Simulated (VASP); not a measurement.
A run of VASP 6.6.1:

The input POSCAR:

```
Si
1.0
    0.0000000000      0.0000000000      2.4937990725
    2.6290009028      0.0000000000      0.0000000000
   -0.0000000001      4.5535631368      0.0000000000
Si
2
Direct
    0.0000000000      0.0142639738      0.0000000000
    0.0000000000      0.4857360262      0.5000000000
```

The input INCAR.step1:

```
ALGO     = Normal         # electronic algorithm
EDIFF    = 1E-4           # SCF threshold, eV
ENCUT    = 520            # plane-wave cutoff, eV
GGA      = PE             # functional
ISMEAR   = 0              # smearing method
LASPH    = True           # aspherical terms in the spheres
LCHARG   = False          # write CHGCAR
LREAL    = False          # projectors in reciprocal space
LWAVE    = True           # write WAVECAR
NBANDS   = 11             # bands
NELM     = 100            # most SCF steps
PREC     = Accurate       # precision mode
SIGMA    = 0.15           # smearing width, eV
```

INCAR.step2

```
ALGO     = Normal         # electronic algorithm
EDIFF    = 1E-7           # SCF threshold, eV
ENCUT    = 520            # plane-wave cutoff, eV
ISIF     = 2              # what is computed and relaxed
ISMEAR   = 0              # smearing method
ISTART   = 1            
LASPH    = True           # aspherical terms in the spheres
LCHARG   = False          # write CHGCAR
LMIXTAU  = True         
LREAL    = False          # projectors in reciprocal space
LWAVE    = False          # write WAVECAR
METAGGA  = R2SCAN         # meta-GGA
NBANDS   = 11             # bands
NELM     = 100            # most SCF steps
PREC     = Accurate       # precision mode
SIGMA    = 0.15           # smearing width, eV
```

Contents of KPOINTS:

```
k-points
0
Gamma
  24 22 14
```

Potentials or basis: VASP PAW PBE potentials, release 64 (Si).

Command:

```sh
$ cat potpaw_PBE.64/Si/POTCAR > POTCAR
$ cp INCAR.step1 INCAR
$ mpirun -np 1 vasp_std > vasp.out
$ cp INCAR.step2 INCAR
$ mpirun -np 1 vasp_std > vasp.out
```

Hardware: 1 thread of AMD EPYC 7R13 Processor (Zen 3), with other jobs on the host.

Q: Estimate the wall time of this run.

A: Wall time 14 min on 1 thread of AMD EPYC 7R13 Processor (Zen 3), with other jobs on the host, peak memory 0.38 GiB. Counts: k points 1248.
